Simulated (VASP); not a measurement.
# HgTe: single point with PBE

HgTe:

```
Hg Te
1.0
     0.00000    3.21450    3.21450
     3.21450    0.00000    3.21450
     3.21450    3.21450    0.00000
Hg Te
1 1
Direct
  0.00000 0.00000 0.00000
  0.75000 0.75000 0.75000
```

```json
{
 "Program": "VASP 6.6.1",
 "Task": "single point",
 "Functional": "PBE",
 "Potentials or basis": "VASP PAW PBE potentials, release 64 (Hg, Te)",
 "Cutoff": "500 eV",
 "k mesh": "6 × 6 × 6",
 "Occupations": "tetrahedron",
 "Spin": "no spin polarisation"
}
```

- Pressure: 4.7 GPa
- Band gap on the k mesh: zero (filled and empty bands touch)

Levels at points of the mesh, in eV from the Fermi level:
| k point | band 7 | band 8 | band 9 | band 10 | band 11 | band 12 |
| --- | --- | --- | --- | --- | --- | --- |
| (0.00, 0.00, 0.00) | -0.69 | 0.00 | 0.00 | 0.00 | 4.20 | 4.20 |
| (0.50, 0.00, 0.00) | -5.60 | -1.02 | -1.02 | 0.70 | 5.01 | 5.01 |
| (0.50, 0.50, 0.00) | -5.53 | -2.35 | -2.35 | 1.89 | 2.44 | 8.28 |

Wall time 24 s on 1 thread of AMD EPYC 7R43 64-Core Processor (Zen 3) (shared host), peak memory 0.17 GiB.

Caveat: the cell stands under pressure; semilocal functionals underestimate gaps, so a narrow gap can read as zero; spin-orbit coupling is left out, which moves the levels of the heavy elements; tetrahedron occupations give inexact forces and stress in metals.
